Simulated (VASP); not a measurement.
Here is a VASP 6.6.1 calculation.

Contents of INCAR:

```
SYSTEM = Na4F3
PREC     = Accurate       ! precision mode
ENCUT    = 520            ! plane-wave cutoff, eV
EDIFF    = 1E-7           ! SCF threshold, eV
ISMEAR   = 0              ! smearing method
SIGMA    = 0.1            ! smearing width, eV
LREAL    = .False.        ! projectors in reciprocal space
LASPH    = .True.         ! aspherical terms in the spheres
NELM     = 100            ! most SCF steps
ALGO     = Normal         ! electronic algorithm
ISIF     = 2              ! what is computed and relaxed
LWAVE    = .False.        ! write WAVECAR
LCHARG   = .True.         ! write CHGCAR
GGA      = PE             ! functional
LELF     = .True.         ! ELF
LVHAR    = .True.       
NBANDS   = 34             ! bands
```

File KPOINTS:

```
regular mesh
0
Gamma
  4 4 4
  0 0 0
```

Contents of POSCAR:

```
Na4F3
1.0
    5.2728810291      0.0000000000      0.0000000000
    0.0000000000      5.2728810291      0.0000000000
    0.0000000000      0.0000000000      5.2728810291
Na F
4 3
Direct
    0.2633720560      0.2633720560      0.2633720560
    0.7366279440      0.7366279440      0.2633720560
    0.7366279440      0.2633720560      0.7366279440
    0.2633720560      0.7366279440      0.7366279440
    0.0000000000      0.5000000000      0.5000000000
    0.5000000000      0.0000000000      0.5000000000
    0.5000000000      0.5000000000      0.0000000000
```

Potentials or basis: VASP PAW PBE potentials, release 64 (Na_pv, F).

Command:

```bash
$ cat potpaw_PBE.64/Na_pv/POTCAR potpaw_PBE.64/F/POTCAR > POTCAR
$ mpirun -np 1 vasp_std > vasp.out
```

Q: Estimate the pressure.

A: -0.1 GPa.

Q: Estimate the band gap on the k mesh.

A: Zero (an odd number of electrons rules out a gap without spin polarisation).

Forces in eV/Å, atoms in the order of the input:
```
Na  -0.006 -0.006 -0.006
Na   0.006  0.006 -0.006
Na   0.006 -0.006  0.006
Na  -0.006  0.006  0.006
F    0.000  0.000  0.000
F    0.000  0.000  0.000
F    0.000  0.000  0.000
```

Caveat: an odd number of electrons without spin polarisation forces a metal; a magnetic or distorted state may lie lower.
